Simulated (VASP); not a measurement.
A run of VASP 6.6.1 is set up as follows.

File POSCAR:

```
PbS
1.0
    2.0569420000     -3.5658290000      0.0000000000
    2.0569420000      3.5658290000      0.0000000000
    0.0000000000      0.0000000000      7.5599450000
Pb S
2 2
Direct
    0.0010320000      0.9989680000      0.4867320000
    0.9989680000      0.0010320000      0.9867320000
    0.6671450000      0.3328550000      0.6924680000
    0.3328550000      0.6671450000      0.1924680000
```

The input INCAR.step1:

```
SYSTEM = PbS
PREC = Accurate
ENCUT = 520
ISMEAR = 0
SIGMA = 0.01
LREAL = .FALSE.
LASPH = .TRUE.
NELM = 80
NBANDS = 28
GGA = PE
ALGO = Normal
EDIFF = 1E-4
LWAVE = .TRUE.
LCHARG = .FALSE.
```

File INCAR.step2:

```
SYSTEM = PbS
PREC = Accurate
ENCUT = 520
EDIFF = 1E-7
ISMEAR = 0
SIGMA = 0.01
LREAL = .FALSE.
LASPH = .TRUE.
NELM = 80
ALGO = Normal
ISIF = 2
LWAVE = .FALSE.
LCHARG = .FALSE.
METAGGA = R2SCAN
LMIXTAU = .TRUE.
NBANDS = 28
ISTART = 1
```

File KPOINTS:

```
Automatic mesh
0
G
  6 6 4
  0 0 0
```

Potentials or basis: VASP PAW PBE potentials, release 64 (Pb_d, S).

The run is started by

```console
$ cat potpaw_PBE.64/Pb_d/POTCAR potpaw_PBE.64/S/POTCAR > POTCAR
$ cp INCAR.step1 INCAR
$ mpirun -np 1 vasp_std > vasp.out
$ cp INCAR.step2 INCAR
$ mpirun -np 1 vasp_std > vasp.out
```

Predict the band gap on the k mesh.

0.77 eV (least direct gap 1.20 eV).

Predict the largest force.

0.008 eV/Å.

Forces on the atoms (eV/Å):
```
Pb   0.000  0.006  0.006
Pb   0.000 -0.006  0.006
S    0.000 -0.003 -0.006
S    0.000  0.003 -0.006
```

Caveat: the PAW data sets were made with another functional, which shifts forces and pressure a little; spin-orbit coupling is left out, which moves the levels of the heavy elements. A k mesh can miss the band edges.
